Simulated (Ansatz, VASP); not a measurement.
**NaCl: VASP beside Ansatz**

```
CELL_PARAMETERS angstrom
0.00000 2.83175 2.83175
2.83175 0.00000 2.83175
2.83175 2.83175 0.00000
ATOMIC_POSITIONS crystal
Na 0.94703 0.05297 0.94703
Cl 0.50000 0.50000 0.50000
```

Alike in both runs: task single point; functional PBEsol; k mesh 8 × 8 × 8; occupations gaussian, width 0.05 eV; no spin polarisation.

|  | VASP | Ansatz |
| --- | --- | --- |
| version | VASP 6.6.1 | Ansatz 0.2.0 |
| potentials or method | VASP PAW PBE potentials, release 64 (Na_pv, Cl), cutoff 500 eV | scalar-relativistic, plane waves, PAW |
| valence electrons in the cell | 14 | 16 |

|  | VASP | Ansatz | Ansatz less VASP |
| --- | --- | --- | --- |
| gap on the k mesh at the Fermi level (eV) | 4.90 | 4.91 | +0.005 |
| least direct gap on the mesh (eV) | 4.90 | 4.91 | +0.005 |
| pressure (GPa) | 0.2 | 0.2 | -0.01 |
| traceless stress, the component that is largest in VASP (GPa) | 2.36 | 2.32 | -0.041 |
| rms of the force components (eV/Å) | 0.308 | 0.302 | -0.0059 |

VASP's potentials were made for PBE, not for PBEsol. Atom by atom the forces differ by 0.006 eV/Å (rms over components). VASP's potentials hold 14 valence electrons a cell and Ansatz's 16, so a difference there can come from the potentials and not from the codes.
